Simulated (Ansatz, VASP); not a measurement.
**BeSe in VASP and in Ansatz**

```xyz
10
Lattice="0.0000 4.8529 4.8529 4.8529 0.0000 4.8529 4.8529 4.8529 0.0000" Properties=species:S:1:pos:R:3 pbc="T T T"
Be    2.4265    2.4265    2.4265
Be    8.6155    5.9433    5.9433
Be    5.9433    8.6155    5.9433
Be    5.9433    5.9433    8.6155
Be    8.6155    8.6155    8.6155
Se    1.1738    1.1738    1.1738
Se    3.6791    1.1738    3.6791
Se    3.6791    3.6791    1.1738
Se    1.1738    3.6791    3.6791
Se    7.2794    7.2794    7.2794
```

Alike in both runs: task single point; functional PBE; k mesh 4 × 4 × 4; occupations gaussian, width 0.02 eV; no spin polarisation.

|  | VASP | Ansatz |
| --- | --- | --- |
| version | VASP 6.6.1 | Ansatz 0.2.0 |
| potentials or method | VASP PAW PBE potentials, release 64 (Be, Se), cutoff 600 eV | scalar-relativistic, plane waves, PAW |
| valence electrons in the cell | 40 | 90 |

|  | VASP | Ansatz | Ansatz less VASP |
| --- | --- | --- | --- |
| gap on the k mesh at the Fermi level (eV) | 2.56 | 2.57 | +0.009 |
| least direct gap on the mesh (eV) | 2.56 | 2.57 | +0.009 |
| pressure (GPa) | 0.2 | 0.0 | -0.14 |
| rms of the force components (eV/Å) | 0.004 | 0.004 | +0.0005 |

Atom by atom the forces differ by 0.006 eV/Å (rms over components). VASP's potentials hold 40 valence electrons a cell and Ansatz's 90, so a difference there can come from the potentials and not from the codes. Ansatz's warnings: xc potential rough in thin density.
